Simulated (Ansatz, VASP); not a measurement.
## CaS: VASP beside Ansatz

Contents of INCAR:

```
SYSTEM = CaS
  AGGAC = 1.0
  AGGAX = 1.0
  ALDAC = 0.0
  ALDAX = 1.0
  ALGO = Normal
  EDIFF = 1E-6
  ENCUT = 500
  GGA = B5
  GGA_COMPAT = .FALSE.
  ISIF = 2
  ISMEAR = 0
  IVDW = 12
  LASPH = .TRUE.
  LCHARG = .FALSE.
  LREAL = .FALSE.
  LWAVE = .FALSE.
  NBANDS = 15
  NELM = 120
  PREC = Accurate
  SIGMA = 0.05
  VDW_A1 = 0.4298
  VDW_A2 = 4.2359
  VDW_S6 = 1.0
  VDW_S8 = 2.6996
```

KPOINTS

```
k-points
0
G
  8 8 8
  0 0 0
```

Contents of POSCAR:

```
CaS
1.0
    0.0000000000      2.8276415659      2.8276415659
    2.8276415659      0.0000000000      2.8276415659
    2.8276415659      2.8276415659      0.0000000000
Ca S
1 1
Direct
    0.5000000000      0.5000000000      0.5000000000
    0.0000000000      0.0000000000      0.0000000000
```

Input for Ansatz:

```yaml
crystal:
  lattice:
    - [0.0, 2.8276415659, 2.8276415659]
    - [2.8276415659, 0.0, 2.8276415659]
    - [2.8276415659, 2.8276415659, 0.0]
  atoms:
    - { symbol: Ca, position: [0.5, 0.5, 0.5] }
    - { symbol: S, position: [0.0, 0.0, 0.0] }
basis:
  ecutwfc: 420
  ecutrho_ratio: 4
kpoints:
  mp_grid: { grid: [8, 8, 8] }
hamiltonian:
  xc: blyp
  dispersion: d3bj
scf:
  occupations: { method: gaussian, width: 0.05 }
output:
  forces: true
  stress: true
  eigenvalues: true
```

Alike in both runs: task single point; functional BLYP; dispersion D3(BJ); k mesh 8 × 8 × 8; occupations gaussian, width 0.05 eV; no spin polarisation.

|  | VASP | Ansatz |
| --- | --- | --- |
| version | VASP 6.6.1 | Ansatz 0.2.0 |
| potentials or method | VASP PAW PBE potentials, release 64 (Ca_sv, S), cutoff 500 eV | scalar-relativistic, plane waves, PAW |
| valence electrons in the cell | 16 | 16 |

```csv
,VASP,Ansatz,Ansatz less VASP
gap on the k mesh at the Fermi level (eV),2.40,2.41,+0.008
least direct gap on the mesh (eV),3.20,3.21,+0.008
pressure (GPa),-1.3,-1.5,-0.17
```

VASP's potentials were made for PBE, not for BLYP.
